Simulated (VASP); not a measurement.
Input of a VASP 6.6.1 run:

Contents of INCAR:

```
ALGO = Normal ; EDIFF = 1E-7
EDIFFG = -0.001 ; ENCUT = 500
GGA = PE ; GGA_COMPAT = False
IBRION = 2 ; ISIF = 3
ISMEAR = 0 ; LASPH = True
LCHARG = False ; LREAL = False
LWAVE = False ; NELM = 120
NELMIN = 4 ; NSW = 80
PREC = Accurate ; PSTRESS = 250.0
SIGMA = 0.01
```

KPOINTS

```
k-points
0
Gamma
  8 8 8
```

POSCAR

```
TePb
1.0
    0.0000000000      3.2847549339      3.2847549339
    3.2847549339      0.0000000000      3.2847549339
    3.2847549339      3.2847549339      0.0000000000
Te Pb
1 1
Direct
    0.5000000000      0.5000000000      0.5000000000
    0.0000000000      0.0000000000      0.0000000000
```

Potentials or basis: VASP PAW PBE potentials, release 64 (Te, Pb_d).

Run with:

```sh
$ cat potpaw_PBE.64/Te/POTCAR potpaw_PBE.64/Pb_d/POTCAR > POTCAR
$ mpirun -np 1 vasp_std > vasp.out
```

Problem. Predict the relaxed cell.

Solution. a = 4.178 Å, b = 4.178 Å, c = 4.178 Å, α = 60.00°, β = 60.00°, γ = 60.00°.

Problem. What does it give for the band gap on the k mesh?

Solution. 0.08 eV.

Problem. Predict the relaxed volume.

Solution. 25.78 Å³/atom.

Problem. Predict the space group after relaxing (to 0.1 Å).

Solution. Fm-3m (No. 225).

Step by step:
```
step  energy change (eV)  largest force (eV/Å)  pressure (GPa)  volume (Å³)
   1              0.0000                0.0000           -0.03        70.88
   2             16.6850                0.0000          297.30        27.90
   3              0.7458                0.0000           18.56        54.39
   4              0.9241                0.0000           21.67        52.97
   5              1.1248                0.0000           24.92        51.59
   6              1.1795                0.0000           25.84        51.24
   7              1.0438                0.0000           23.55        52.12
   8              1.1295                0.0000           25.00        51.56
```

Caveat: the cell is relaxed towards a set pressure, so the run minimises the enthalpy, not the energy; the volume moved by over 15 % at a fixed basis, so the end points are rough; spin-orbit coupling is left out, which moves the levels of the heavy elements. A k mesh can miss the band edges.
